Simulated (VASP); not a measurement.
# Zn in VASP: notebook

The runs below take Zn through single point, with PBE.

Everything below comes from runs of VASP 6.6.1. Logs are shortened: lines on timing, memory, paths and dates and some standing lists are left out, and cuts for length are marked.

**1. The cell of the first run**

The cell holds a slab with vacuum, 6 atoms: a = 2.636 Å, b = 5.093 Å, c = 21.326 Å, α = 90.00°, β = 90.00°, γ = 90.00°.

**2. Single point, PBE**

Input file INCAR:

```
PREC = Accurate
ENCUT = 520
EDIFF = 1E-6
ISMEAR = -1
SIGMA = 0.1
LREAL = False
LASPH = True
NELM = 60
ALGO = Normal
ISIF = 2
LWAVE = False
LCHARG = False
GGA = PE
NBANDS = 45
```

Input file KPOINTS:

```
Automatic mesh
0
Gamma
  14 7 1
```

Input file POSCAR:

```
Zn
1.0
    2.6358129023      0.0000000000      0.0000000000
    0.0000000000      5.0929172529      0.0000000000
    0.0000000000      0.0000000000     21.3263000000
Zn
6
Direct
    0.7500000000      0.7500000000      0.3861879559
    0.2500000000      0.2500000000      0.3858825422
    0.2500000000      0.7500000000      0.5001522250
    0.7500000000      0.2500000000      0.4998477720
    0.7500000000      0.7500000000      0.6141174587
    0.2500000000      0.2500000000      0.6138120462
```

Potentials or basis: VASP PAW PBE potentials, release 64 (Zn).

Launch:

```
$ cat potpaw_PBE.64/Zn/POTCAR > POTCAR
$ mpirun -np 1 vasp_std > vasp.out
```

OUTCAR:

```text
PREC = Accurate
   ENCUT = 520
   EDIFF = 1E-6
   ISMEAR = -1
   LREAL = False
   LASPH = True
   NELM = 60
   ISIF = 2
   GGA = PE

 ion  position               nearest neighbor table
   1  0.750  0.750  0.386-   3 2.76   3 2.76   2 2.87   2 2.87   2 2.87   2 2.87
   2  0.250  0.250  0.386-   4 2.76   4 2.76   1 2.87   1 2.87   1 2.87   1 2.87
   3  0.250  0.750  0.500-   1 2.76   1 2.76   5 2.76   5 2.76   4 2.87   4 2.87   4 2.87   4 2.87

   4  0.750  0.250  0.500-   6 2.76   6 2.76   2 2.76   2 2.76   3 2.87   3 2.87   3 2.87   3 2.87

   5  0.750  0.750  0.614-   3 2.76   3 2.76   6 2.87   6 2.87   6 2.87   6 2.87
   6  0.250  0.250  0.614-   4 2.76   4 2.76   5 2.87   5 2.87   5 2.87   5 2.87

  LATTYP: Found a simple orthorhombic cell.
 ALAT       =     2.6358129023
 B/A-ratio  =     1.9321998342
 C/A-ratio  =     8.0909764048

  Lattice vectors:

 A1 = (   2.6358129023,   0.0000000000,   0.0000000000)
 A2 = (   0.0000000000,   5.0929172529,   0.0000000000)
 A3 = (   0.0000000000,   0.0000000000,  21.3263000000)

Analysis of symmetry for initial positions (statically):
=====================================================================
 Subroutine PRICEL returns:
 Original cell was already a primitive cell.

 Routine SETGRP: Setting up the symmetry group for a
 simple orthorhombic supercell.

 Subroutine GETGRP returns: Found  8 space group operations
 (whereof  2 operations were pure point group operations)
 out of a pool of  8 trial point group operations.

The static configuration has the point symmetry S_2 .
 The point group associated with its full space group is D_2h.

Analysis of symmetry for dynamics (positions and initial velocities):
=====================================================================
 Subroutine PRICEL returns:
 Original cell was already a primitive cell.

 Routine SETGRP: Setting up the symmetry group for a
 simple orthorhombic supercell.

 Subroutine GETGRP returns: Found  8 space group operations
 (whereof  2 operations were pure point group operations)
 out of a pool of  8 trial point group operations.

The dynamic configuration has the point symmetry S_2 .
 The point group associated with its full space group is D_2h.

 Subroutine INISYM returns: Found  8 space group operations
 (whereof  2 operations are pure point group operations),
 and found     1 'primitive' translations

----------------------------------------------------------------------------------------

                                     Primitive cell

[... 102 lines left out ...]
   IBRION =     -1    ionic relax: 0-MD 1-quasi-New 2-CG
   NFREE  =      0    steps in history (QN), initial steepest desc. (CG)
   ISIF   =      2    stress and relaxation
   ISYM   =      2    0-nonsym 1-usesym 2-fastsym
   POTIM  = 0.5000    time-step for ionic-motion
   TEBEG  =    0.0;   TEEND  =   0.0 temperature during run
   PSTRESS=    0.0 pullay stress
   NELECT =      72.0000    total number of electrons
   NUPDOWN=      -1.0000    fix difference up-down
   EMIN   =  10.00;   EMAX   =-10.00  energy-range for DOS
   EFERMI =   0.00;   METHOD = LEGACY
   ISMEAR =    -1;   SIGMA  =   0.10  broadening in eV -4-tet -1-fermi 0-gaus
   EFERMI_NEDOS =   21; number of points for ismear=-14 and -15
   IALGO  =     38    algorithm
   IMIX   =      4    mixing-type and parameters
     AMIX     =   0.40;   BMIX     =  1.00
     AMIX_MAG =   1.60;   BMIX_MAG =  1.00
  volume/ion in A,a.u.               =      47.71       321.99
  Fermi-wavevector in a.u.,A,eV,Ry     =   1.033364  1.952775 14.528867  1.067842
  Thomas-Fermi vector in A             =   2.167607
   LORBIT       =      0    0 simple, 1 ext, 2 COOP (PROOUT), +10 PAW based schemes
   GGA     = PE    functional components
   LHFCALC =     F    Hartree Fock is set to
   AEXX    =    0.0000 exact exchange contribution
   IVDW    =     0    specifies the selected vdW correction
   LEPSILON=     F    determine dielectric tensor
   LRPA    =     F    only Hartree local field effects (RPA)
 non-spin polarized calculation
  energy-cutoff  :      520.00
  volume of cell :      286.28
 maximum number of plane-waves:      7763
 NGX is ok and might be reduce to    20
   NGX =  9   NGY = 19   NGZ = 79

 number of electron      71.9999965 magnetization

 Free energy of the ion-electron system (eV)
  ---------------------------------------------------
  ext. energy  EPLUGINS =         0.00000000
  ---------------------------------------------------
  free energy    TOTEN  =        -5.71252652 eV

  energy without entropy =       -5.64349253  energy(sigma->0) =       -5.67800953

 E-fermi :  -2.0141     XC(G=0):  -4.6069

 val. band max:       -2.0675666377   @ k =   0.2143   0.1429   0.0000
 cond. band min:      -1.9646758022   @ k =   0.3571   0.1429   0.0000
 fundamental gap:      0.1028908355
 Fermi energy:        -2.0141493094

 k-point     1 :       0.0000    0.0000    0.0000
  band No.  band energies     occupation
      1     -11.0894      2.00000
      2     -10.0218      2.00000
      3      -9.9375      2.00000
      4      -9.9330      2.00000
      5      -9.8148      2.00000
      6      -9.7241      2.00000
[... 1141 lines left out ...]
     44       3.0526      0.00000
     45       4.8938      0.00000

 [... further k-points ...]

------------------------ aborting loop because EDIFF is reached ----------------------------------------

  FORCE on cell =-STRESS in cart. coord.  units (eV):
  Direction    XX          YY          ZZ          XY          YZ          ZX
  --------------------------------------------------------------------------------------
  -------------------------------------------------------------------------------------
  Total       -3.9226551     -4.8517869      0.1157034      0.0000000      0.0000000      0.0000000
  in kB      -21.9530060    -27.1528603      0.6475301      0.0000000      0.0000000      0.0000000
  external PRESSURE =     -16.1527787 kB  Pullay stress =       0.0000000 kB

 VOLUME and BASIS-vectors are now :
 -----------------------------------------------------------------------------
  energy-cutoff  :      520.00
  volume of cell :      286.28
      direct lattice vectors                 reciprocal lattice vectors
     2.635812902  0.000000000  0.000000000     0.379389599  0.000000000  0.000000000
     0.000000000  5.092917253  0.000000000     0.000000000  0.196351119  0.000000000
     0.000000000  0.000000000 21.326300000     0.000000000  0.000000000  0.046890459

 POSITION                                       TOTAL-FORCE (eV/Angst)
 -----------------------------------------------------------------------------------
      1.97686      3.81969      8.23596         0.000000     -0.000000     -0.013957
      0.65895      1.27323      8.22945        -0.000000     -0.000000     -0.009954
      0.65895      3.81969     10.66640         0.000000     -0.000000     -0.002843
      1.97686      1.27323     10.65990         0.000000     -0.000000      0.002843
      1.97686      3.81969     13.09685         0.000000     -0.000000      0.009954
      0.65895      1.27323     13.09034         0.000000      0.000000      0.013957
 -----------------------------------------------------------------------------------
    total drift:                               -0.000000     -0.000000      0.000021

  FREE ENERGIE OF THE ION-ELECTRON SYSTEM (eV)
  ---------------------------------------------------
  free  energy   TOTEN  =        -5.7125265239 eV

  energy  without entropy=       -5.6434925326  energy(sigma->0) =       -5.67800953
```

stdout:

```text
POSCAR found type information on POSCAR Zn
 POSCAR found :  1 types and       6 ions
 scaLAPACK will be used
 LDA part: xc-table for (Slater+PW92), standard interpolation
 POSCAR, INCAR and KPOINTS ok, starting setup
 FFT: planning ... GRIDC
 FFT: planning ... GRID_SOFT
 FFT: planning ... GRID
 WAVECAR not read
 entering main loop
```

Wall time 10 min (1 thread of Intel Xeon 8259CL, shared host); peak memory 0.52 GiB.

Results:

```yaml
Free_energy: -5.7125 eV
Largest_force: 0.014 eV/Å
Band_gap_on_the_k_mesh: zero (bands 36 and 37 overlap by 2.33 eV)
```

Forces in eV/Å, atoms in the order of the input:
```
Zn   0.000  0.000 -0.014
Zn   0.000  0.000 -0.010
Zn   0.000  0.000 -0.003
Zn   0.000  0.000  0.003
Zn   0.000  0.000  0.010
Zn   0.000  0.000  0.014
```

Levels at points of the mesh, in eV from the Fermi level:
```csv
k point,band 34,band 35,band 36,band 37,band 38,band 39
"(0.00, 0.00, 0.00)",-2.53,-2.45,-1.46,-1.28,-0.88,1.05
"(0.50, 0.00, 0.00)",-1.46,0.69,0.69,2.53,2.53,3.90
```

**3. Single point, PBE**

Input file INCAR:

```
SYSTEM = Zn
PREC     = Accurate       ! precision mode
ENCUT    = 520            ! plane-wave cutoff, eV
EDIFF    = 1E-6           ! SCF threshold, eV
ISMEAR   = -1             ! smearing method
SIGMA    = 0.1            ! smearing width, eV
LREAL    = .FALSE.        ! projectors in reciprocal space
LASPH    = .TRUE.         ! aspherical terms in the spheres
NELM     = 100            ! most SCF steps
ALGO     = Normal         ! electronic algorithm
ISIF     = 2              ! what is computed and relaxed
LWAVE    = .FALSE.        ! write WAVECAR
LCHARG   = .FALSE.        ! write CHGCAR
LDIPOL   = .TRUE.       
IDIPOL   = 3            
DIPOL    = 0.5 0.5 0.500
GGA      = PE             ! functional
NBANDS   = 45             ! bands
```

Input file KPOINTS:

```
regular mesh
0
G
  14 7 1
  0 0 0
```

Input file POSCAR:

```
Zn
1.0
    2.6358129023      0.0000000000      0.0000000000
    0.0000000000      5.0929172529      0.0000000000
    0.0000000000      0.0000000000     21.3263000000
Zn
6
Direct
    0.7500000000      0.7500000000      0.3861846387
    0.2500000000      0.2500000000      0.3858673360
    0.2500000000      0.7500000000      0.5001582182
    0.7500000000      0.2500000000      0.4998417948
    0.7500000000      0.7500000000      0.6141326584
    0.2500000000      0.2500000000      0.6138153539
```

Potentials or basis: VASP PAW PBE potentials, release 64 (Zn).

Launch:

```
$ cat potpaw_PBE.64/Zn/POTCAR > POTCAR
$ mpirun -np 1 vasp_std > vasp.out
```

Run time: 12 min. Hardware: 1 thread of Intel Xeon 8259CL, shared host; peak memory 0.52 GiB.

The run converged. Its results:

| Property | Result |
| --- | --- |
| Free energy | -5.7125 eV |
| Largest force | 0.014 eV/Å |
| Band gap on the k mesh | zero (bands 36 and 37 overlap by 2.33 eV) |

Forces in eV/Å, atoms in the order of the input:
```
Zn   0.000  0.000 -0.014
Zn   0.000  0.000 -0.010
Zn   0.000  0.000 -0.003
Zn   0.000  0.000  0.003
Zn   0.000  0.000  0.010
Zn   0.000  0.000  0.014
```

Levels at points of the mesh, in eV from the Fermi level:
```tsv
k point	band 33	band 34	band 35	band 36	band 37	band 38	band 39	band 40
(0.00, 0.00, 0.00)	-4.31	-2.53	-2.45	-1.46	-1.28	-0.88	1.05	1.34
(0.50, 0.00, 0.00)	-1.46	-1.46	0.69	0.69	2.53	2.53	3.90	3.90
```
